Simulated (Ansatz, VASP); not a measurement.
## AlN in VASP and in Ansatz

Contents of INCAR:

```
ALGO = Normal
EDIFF = 1E-7
EDIFFG = -0.05
ENCUT = 600
GGA = PS
GGA_COMPAT = F
IBRION = 2
ISIF = 3
ISMEAR = 0
IVDW = 12
LASPH = T
LCHARG = F
LREAL = F
LWAVE = F
NELM = 120
NELMIN = 4
NSW = 100
PREC = Accurate
SIGMA = 0.1
```

Contents of KPOINTS:

```
k-points
0
Gamma
  8 8 8
```

The input POSCAR:

```
AlN
1.0
    0.0000000000      2.0345180000      2.0345180000
    2.0345180000      0.0000000000      2.0345180000
    2.0345180000      2.0345180000      0.0000000000
Al N
1 1
Direct
    0.5000000000      0.5000000000      0.5000000000
    0.0000000000      0.0000000000      0.0000000000
```

Input for Ansatz:

```yaml
crystal:
  lattice:
    - [0.0, 2.034518, 2.034518]
    - [2.034518, 0.0, 2.034518]
    - [2.034518, 2.034518, 0.0]
  atoms:
    - { symbol: Al, position: [0.5, 0.5, 0.5] }
    - { symbol: "N", position: [0.0, 0.0, 0.0] }
basis:
  ecutwfc: 420
kpoints:
  mp_grid: { grid: [8, 8, 8] }
hamiltonian:
  xc: pbesol
  dispersion: d3bj
  pseudopotentials: { kind: paw }
scf:
  occupations: { method: gaussian, width: 0.1 }
output:
  forces: true
  stress: true
  eigenvalues: true
relax:
  adjacent_minimum: "off"
  f_tol: 0.05
  max_steps: 80
  cell: { stress_tol: 0.5 }
```

Alike in both runs: task relaxation of cell and atoms; functional PBEsol; dispersion D3(BJ); k mesh 8 × 8 × 8; occupations gaussian, width 0.1 eV; no spin polarisation.

|  | VASP | Ansatz |
| --- | --- | --- |
| version | VASP 6.6.1 | Ansatz 0.2.0 |
| potentials or method | VASP PAW PBE potentials, release 64 (Al, N), cutoff 600 eV | scalar-relativistic, plane waves, PAW |
| valence electrons in the cell | 8 | 8 |

Ansatz gave:

| Item | Value |
| --- | --- |
| gap on the k mesh at the Fermi level, each at its own relaxed structure (eV) | 4.75 |
| relaxed volume (Å³/atom) | 8.10 |
| relaxed cell length with the largest relative difference (Å) | 2.840 |

Question: Which values does VASP return?

Answer: gap on the k mesh at the Fermi level, each at its own relaxed structure (eV): 4.75; relaxed volume (Å³/atom): 8.09; relaxed cell length with the largest relative difference (Å): 2.839.

VASP's potentials were made for PBE, not for PBEsol.
